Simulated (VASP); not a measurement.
# C (Imma) in VASP: single point with PBE

Aim: the single point of C with PBE.

All numbers are computed with VASP 6.6.1; they aren't measurements. Logs are shortened: lines on timing, memory, paths and dates and some standing lists are left out, and cuts for length are marked.

## (1) The cell of the first run

It takes space group Imma (No. 74, orthorhombic). The conventional cell has a = 2.545 Å, b = 7.335 Å, c = 4.438 Å, α = 90.00°, β = 90.00°, γ = 90.00°. Within 2.0 Å of C (site symmetry m) lie 4 C at 1.52 Å. C (site symmetry mm2) has 4 C at 1.52 Å within 2.0 Å.

## (2) Single point, PBE

INCAR

```
SYSTEM = C
PREC = Accurate
ENCUT = 520
EDIFF = 1E-6
ISMEAR = 0
SIGMA = 0.1
LREAL = .FALSE.
LASPH = .TRUE.
NELM = 60
ALGO = Normal
ISIF = 2
LWAVE = .FALSE.
LCHARG = .TRUE.
GGA = PE
LELF = .TRUE.
LVHAR = .TRUE.
NBANDS = 21
```

KPOINTS

```
regular mesh
0
G
  8 8 8
  0 0 0
```

POSCAR

```
C
1.0
   -1.2723380500      3.6673196500      2.2188355300
    1.2723380500     -3.6673196500      2.2188355300
    1.2723380500      3.6673196500     -2.2188355300
C
6
Direct
    0.8015749000      0.8443087700      0.9572661300
    0.1984251000      0.1556912300      0.0427338700
    0.6129573500      0.1556912300      0.4572661300
    0.3870426500      0.8443087700      0.5427338700
    0.4070826600      0.1570826600      0.2500000000
    0.5929173400      0.8429173400      0.7500000000
```

Potentials or basis: VASP PAW PBE potentials, release 64 (C).

The run is started by

```sh
$ cat potpaw_PBE.64/C/POTCAR > POTCAR
$ mpirun -np 1 vasp_std > vasp.out
```

OUTCAR:

```text
SYSTEM = C
   PREC = Accurate
   ENCUT = 520
   EDIFF = 1E-6
   ISMEAR = 0
   LREAL = .FALSE.
   LASPH = .TRUE.
   NELM = 60
   ISIF = 2
   GGA = PE

 ion  position               nearest neighbor table
   1  0.802  0.844  0.957-   2 1.52   6 1.52   3 1.52   3 1.52
   2  0.198  0.156  0.043-   1 1.52   5 1.52   4 1.52   4 1.52
   3  0.613  0.156  0.457-   4 1.52   5 1.52   1 1.52   1 1.52
   4  0.387  0.844  0.543-   3 1.52   6 1.52   2 1.52   2 1.52
   5  0.407  0.157  0.250-   6 1.52   6 1.52   3 1.52   2 1.52
   6  0.593  0.843  0.750-   5 1.52   5 1.52   4 1.52   1 1.52

  LATTYP: Found a body centered orthorhombic cell.
 ALAT       =     2.5446761000
 B/A-ratio  =     1.7439040906
 C/A-ratio  =     2.8823469124

  Lattice vectors:

 A1 = (  -1.2723380500,   3.6673196500,  -2.2188355300)
 A2 = (   1.2723380500,   3.6673196500,   2.2188355300)
 A3 = (   1.2723380500,  -3.6673196500,  -2.2188355300)

Analysis of symmetry for initial positions (statically):
=====================================================================
 Subroutine PRICEL returns:
 Original cell was already a primitive cell.

 Routine SETGRP: Setting up the symmetry group for a
 body centered orthorhombic supercell.

 Subroutine GETGRP returns: Found  8 space group operations
 (whereof  4 operations were pure point group operations)
 out of a pool of  8 trial point group operations.

The static configuration has the point symmetry C_2h.
 The point group associated with its full space group is D_2h.

Analysis of symmetry for dynamics (positions and initial velocities):
=====================================================================
 Subroutine PRICEL returns:
 Original cell was already a primitive cell.

 Routine SETGRP: Setting up the symmetry group for a
 body centered orthorhombic supercell.

 Subroutine GETGRP returns: Found  8 space group operations
 (whereof  4 operations were pure point group operations)
 out of a pool of  8 trial point group operations.

The dynamic configuration has the point symmetry C_2h.
 The point group associated with its full space group is D_2h.

 Subroutine INISYM returns: Found  8 space group operations
 (whereof  4 operations are pure point group operations),
 and found     1 'primitive' translations

----------------------------------------------------------------------------------------

                                     Primitive cell

  volume of cell :      41.4130

  direct lattice vectors                    reciprocal lattice vectors
    -1.272338050  3.667319650  2.218835530     0.000000000  0.136339356  0.225343426
     1.272338050 -3.667319650  2.218835530     0.392977322  0.000000000  0.225343426
     1.272338050  3.667319650 -2.218835530     0.392977322  0.136339356  0.000000000

  length of vectors
     4.471164126  4.471164126  4.471164126     0.263378207  0.453002026  0.415956243

  position of ions in fractional coordinates (direct lattice)
     0.801574900  0.844308770  0.957266130
     0.198425100  0.155691230  0.042733870
     0.612957350  0.155691230  0.457266130
     0.387042650  0.844308770  0.542733870
     0.407082660  0.157082660  0.250000000
     0.592917340  0.842917340  0.750000000

  ion indices of the primitive-cell ions
   primitive index   ion index
                 1           1
                 2           2
                 3           3
                 4           4
                 5           5
                 6           6

----------------------------------------------------------------------------------------

 KPOINTS: regular mesh

Automatic generation of k-mesh.
 Grid dimensions read from file:
 generate k-points for:    8    8    8

 Generating k-lattice:

  Cartesian coordinates                     Fractional coordinates (reciprocal lattice)
     0.000000000  0.017042420  0.028167928     0.125000000  0.000000000  0.000000000
     0.049122165  0.000000000  0.028167928     0.000000000  0.125000000  0.000000000
     0.049122165  0.017042420  0.000000000     0.000000000  0.000000000  0.125000000

  Length of vectors
     0.032922276  0.056625253  0.051994530

  Shift w.r.t. Gamma in fractional coordinates (k-lattice)
     0.000000000  0.000000000  0.000000000

 Subroutine IBZKPT returns following result:
 ===========================================

 Found     95 irreducible k-points:

 Following reciprocal coordinates:
            Coordinates               Weight
  0.000000  0.000000  0.000000      1.000000
  0.125000  0.000000 -0.000000      4.000000
  0.250000  0.000000 -0.000000      4.000000
  0.375000  0.000000 -0.000000      4.000000
  0.500000  0.000000 -0.000000      2.000000
  0.000000  0.125000  0.000000      4.000000
[... 16 lines left out ...]
  0.125000  0.375000 -0.000000      8.000000
  0.250000  0.375000 -0.000000      8.000000
 [... further k-points ...]
   k-points           NKPTS =     95   k-points in BZ     NKDIM =     95   number of bands    NBANDS=     21
   number of dos      NEDOS =    301   number of ions     NIONS =      6
   total plane-waves  NPLWV =  46656
   dimension x,y,z NGX =    36 NGY =   36 NGZ =   36
   dimension x,y,z NGXF=    72 NGYF=   72 NGZF=   72
   ions per type =               6
   NGX,Y,Z   is equivalent  to a cutoff of  13.39, 13.39, 13.39 a.u.
   NGXF,Y,Z  is equivalent  to a cutoff of  26.77, 26.77, 26.77 a.u.
 SYSTEM =  C
   PREC   = accura    normal or accurate (medium, high low for compatibility)
   ISTART =      0    job   : 0-new  1-cont  2-samecut
   ICHARG =      2    charge: 1-file 2-atom 10-const
   ISPIN  =      1    spin polarized calculation?
   LNONCOLLINEAR =      F non collinear calculations
   LSORBIT =      F    spin-orbit coupling
   LASPH  =      T    aspherical Exc in radial PAW
   ENCUT  =  520.0 eV  38.22 Ry    6.18 a.u.   8.31  8.31  8.31*2*pi/ulx,y,z
   NELM   =     60;   NELMIN=  2; NELMDL= -5     # of ELM steps
   EDIFF  = 0.1E-05   stopping-criterion for ELM
   LREAL  =      F    real-space projection
   EDIFFG = 0.1E-04   stopping-criterion for IOM
   NSW    =      0    number of steps for IOM
   IBRION =     -1    ionic relax: 0-MD 1-quasi-New 2-CG
   NFREE  =      0    steps in history (QN), initial steepest desc. (CG)
   ISIF   =      2    stress and relaxation
   ISYM   =      2    0-nonsym 1-usesym 2-fastsym
   POTIM  = 0.5000    time-step for ionic-motion
   TEBEG  =    0.0;   TEEND  =   0.0 temperature during run
   PSTRESS=    0.0 pullay stress
   NELECT =      24.0000    total number of electrons
   NUPDOWN=      -1.0000    fix difference up-down
   EMIN   =  10.00;   EMAX   =-10.00  energy-range for DOS
   EFERMI =   0.00;   METHOD = LEGACY
   ISMEAR =     0;   SIGMA  =   0.10  broadening in eV -4-tet -1-fermi 0-gaus
   EFERMI_NEDOS =   21; number of points for ismear=-14 and -15
   IALGO  =     38    algorithm
   IMIX   =      4    mixing-type and parameters
     AMIX     =   0.40;   BMIX     =  1.00
     AMIX_MAG =   1.60;   BMIX_MAG =  1.00
  volume/ion in A,a.u.               =       6.90        46.58
  Fermi-wavevector in a.u.,A,eV,Ry     =   1.364897  2.579281 25.346878  1.862943
  Thomas-Fermi vector in A             =   2.491172
   LORBIT       =      0    0 simple, 1 ext, 2 COOP (PROOUT), +10 PAW based schemes
   GGA     = PE    functional components
   LHFCALC =     F    Hartree Fock is set to
   AEXX    =    0.0000 exact exchange contribution
   IVDW    =     0    specifies the selected vdW correction
   LEPSILON=     F    determine dielectric tensor
   LRPA    =     F    only Hartree local field effects (RPA)
 non-spin polarized calculation
 Gauss-broadening in eV      SIGMA  =   0.10
  energy-cutoff  :      520.00
  volume of cell :       41.41
 maximum number of plane-waves:      1139
 NGX is ok and might be reduce to    36
   NGX = 17   NGY = 17   NGZ = 17

 number of electron      23.9999999 magnetization

 Free energy of the ion-electron system (eV)
  ---------------------------------------------------
  ext. energy  EPLUGINS =         0.00000000
  ---------------------------------------------------
  free energy    TOTEN  =       -47.90463511 eV

  energy without entropy =      -47.90459549  energy(sigma->0) =      -47.90461530

 E-fermi :   8.6760     XC(G=0): -11.6370

 val. band max:        8.5405331373   @ k =   0.0000   0.0000   0.0000
 cond. band min:       8.8513269720   @ k =  -0.2500  -0.1250   0.1250
 fundamental gap:      0.3107938347
 Fermi energy:         8.6759689171

 k-point     1 :       0.0000    0.0000    0.0000
  band No.  band energies     occupation
      1     -14.5977      2.00000
      2      -9.6976      2.00000
      3      -6.6340      2.00000
      4      -5.4279      2.00000
      5      -1.7283      2.00000
      6      -1.5751      2.00000
[... 13 lines left out ...]
     20      19.9720      0.00000
     21      20.1897      0.00000

 k-point     2 :       0.1250    0.0000   -0.0000
  band No.  band energies     occupation
      1     -14.5235      2.00000
      2     -10.0039      2.00000
      3      -6.5802      2.00000
      4      -5.3102      2.00000
      5      -1.6160      2.00000
      6      -1.3542      2.00000
[... 13 lines left out ...]
     20      19.7217      0.00000
     21      19.8304      0.00000

 k-point     3 :       0.2500    0.0000   -0.0000
  band No.  band energies     occupation
      1     -14.3194      2.00000
      2     -10.6526      2.00000
      3      -6.6004      2.00000
      4      -5.0292      2.00000
      5      -1.2507      2.00000
      6      -0.6981      2.00000
[... 13 lines left out ...]
     20      19.0121      0.00000
     21      19.7135      0.00000
[... 457 lines left out ...]
 k-point    23 :       0.1250    0.3750   -0.0000
  band No.  band energies     occupation
      1     -11.4550      2.00000
      2      -9.1099      2.00000
      3      -7.2338      2.00000
      4      -5.0590      2.00000
      5      -4.3937      2.00000
      6      -1.3727      2.00000
[... 13 lines left out ...]
     20      19.0083      0.00000
     21      20.1953      0.00000

 k-point    24 :       0.2500    0.3750   -0.0000
  band No.  band energies     occupation
      1     -11.2973      2.00000
      2      -9.4143      2.00000
      3      -7.4176      2.00000
      4      -4.9116      2.00000
      5      -3.9433      2.00000
      6      -1.5724      2.00000
[... 13 lines left out ...]
     20      19.3466      0.00000
     21      20.2517      0.00000

 [... further k-points ...]
[... 5 lines left out ...]
  --------------------------------------------------------------------------------------
  -------------------------------------------------------------------------------------
  Total        0.0554537     23.6176780     -0.3571387      0.0000000      0.0000000      0.0000000
  in kB        2.1453824    913.7163502    -13.8169141      0.0000000      0.0000000      0.0000000
  external PRESSURE =     300.6816062 kB  Pullay stress =       0.0000000 kB

 VOLUME and BASIS-vectors are now :
 -----------------------------------------------------------------------------
  energy-cutoff  :      520.00
  volume of cell :       41.41
      direct lattice vectors                 reciprocal lattice vectors
    -1.272338050  3.667319650  2.218835530     0.000000000  0.136339356  0.225343426
     1.272338050 -3.667319650  2.218835530     0.392977322  0.000000000  0.225343426
     1.272338050  3.667319650 -2.218835530     0.392977322  0.136339356  0.000000000

 POSITION                                       TOTAL-FORCE (eV/Angst)
 -----------------------------------------------------------------------------------
      1.27234      3.35388      1.52793         0.000000      1.247864      2.842803
      0.00000      0.31344      0.69091        -0.000000     -1.247864     -2.842803
      0.00000      3.35388      0.69091         0.000000      1.247864     -2.842803
      1.27234      0.31344      1.52793         0.000000     -1.247864      2.842803
      0.00000      1.83366      0.69708        -0.000000     -0.000000      0.743429
      1.27234      1.83366      1.52175        -0.000000     -0.000000     -0.743429
 -----------------------------------------------------------------------------------
    total drift:                                0.000000      0.000023     -0.000026

  FREE ENERGIE OF THE ION-ELECTRON SYSTEM (eV)
  ---------------------------------------------------
  free  energy   TOTEN  =       -47.9046351068 eV

  energy  without entropy=      -47.9045954852  energy(sigma->0) =      -47.90461530
```

Run time: 76 s. Hardware: 1 thread of AMD EPYC 9R45 (Zen 5), shared host; peak memory 0.19 GiB.

Results:

```
Free energy            : -47.9046 eV
Pressure               : 30.1 GPa
Largest force          : 3.105 eV/Å
Band gap on the k mesh : 0.31 eV, indirect (least direct gap 0.61 eV)
```

Forces in eV/Å, atoms in the order of the input:
```
C    0.000  1.248  2.843
C    0.000 -1.248 -2.843
C    0.000  1.248 -2.843
C    0.000 -1.248  2.843
C    0.000  0.000  0.743
C    0.000  0.000 -0.743
```

Stress tensor (GPa, compression positive):
```
 0.21  0.00  0.00
 0.00 91.37  0.00
 0.00  0.00 -1.38
```

Caveat: forces of over 1 eV/Å act on the atoms, so gaps and moduli don't describe the material at rest.
